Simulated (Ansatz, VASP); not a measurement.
# One calculation of AlN, two programs

The input POSCAR:

```
AlN
1.0
    0.0000000000      2.1544765148      2.1544765148
    2.1544765148      0.0000000000      2.1544765148
    2.1544765148      2.1544765148      0.0000000000
Al N
1 1
Direct
    0.0000000000      0.0000000000      0.0000000000
    0.2500000000      0.2500000000      0.2500000000
```

Contents of INCAR.step1:

```
ALGO     = Normal         # electronic algorithm
EDIFF    = 1E-5           # SCF threshold, eV
ENCUT    = 520            # plane-wave cutoff, eV
GGA      = PE             # functional
ISIF     = 2              # what is computed and relaxed
ISMEAR   = -1             # smearing method
LASPH    = True           # aspherical terms in the spheres
LCHARG   = False          # write CHGCAR
LREAL    = False          # projectors in reciprocal space
LWAVE    = True           # write WAVECAR
NBANDS   = 11             # bands
NELM     = 80             # most SCF steps
PREC     = Accurate       # precision mode
SIGMA    = 0.05           # smearing width, eV
```

INCAR.step2

```
AEXX     = 0.25           # exact-exchange fraction
ALGO     = Normal         # electronic algorithm
EDIFF    = 1E-6           # SCF threshold, eV
ENCUT    = 520            # plane-wave cutoff, eV
GGA      = PS             # functional
ISIF     = 2              # what is computed and relaxed
ISMEAR   = -1             # smearing method
ISTART   = 1            
LASPH    = True           # aspherical terms in the spheres
LCHARG   = False          # write CHGCAR
LHFCALC  = True           # exact exchange
LREAL    = False          # projectors in reciprocal space
LWAVE    = False          # write WAVECAR
NBANDS   = 11             # bands
NELM     = 80             # most SCF steps
PREC     = Accurate       # precision mode
PRECFOCK = Normal       
SIGMA    = 0.05           # smearing width, eV
```

KPOINTS

```
k-points
0
Gamma
  5 5 5
```

input.yaml

```yaml
crystal:
  lattice:
    - [0.0, 2.1544765148, 2.1544765148]
    - [2.1544765148, 0.0, 2.1544765148]
    - [2.1544765148, 2.1544765148, 0.0]
  atoms:
    - { symbol: Al, position: [0.0, 0.0, 0.0] }
    - { symbol: "N", position: [0.25, 0.25, 0.25] }
hamiltonian:
  xc: { exchange: pbesol, correlation: pbesol, exx: { coeff: 0.25 } }
  pseudopotentials: { kind: paw }
kpoints:
  mp_grid: { grid: [5, 5, 5] }
scf:
  occupations: { method: fermi_dirac, width: 0.05 }
output:
  forces: true
  stress: true
  eigenvalues: true
  write_density: true
  write_potential: true
  elf: true
  volumetric_format: npy
```

Alike in both runs: task single point; functional PBEsol-based global hybrid with a share of 0.25 of exact exchange; k mesh 5 × 5 × 5; occupations fermi-dirac, width 0.05 eV; no spin polarisation.

|  | VASP | Ansatz |
| --- | --- | --- |
| version | VASP 6.6.1 | Ansatz 0.2.0 |
| potentials or method | VASP PAW PBE potentials, release 64 (Al, N) | Ansatz PAW |
| plane-wave cutoff (eV) | 520 | 420 |
| valence electrons in the cell | 8 | 8 |

```csv
,VASP,Ansatz,Ansatz less VASP
gap on the k mesh at the Fermi level (eV),5.91,5.89,-0.024
least direct gap on the mesh (eV),6.69,6.66,-0.028
pressure (GPa),6.4,6.2,-0.18
```

VASP's potentials were made for PBE, not for PBEsol-based global hybrid.

The k mesh is coarse, so the values compare programs but aren't converged. Noted on Ansatz's run: odd divisions of the mesh miss points on the zone boundary, where band edges often lie, so the gap on the mesh can be too wide.
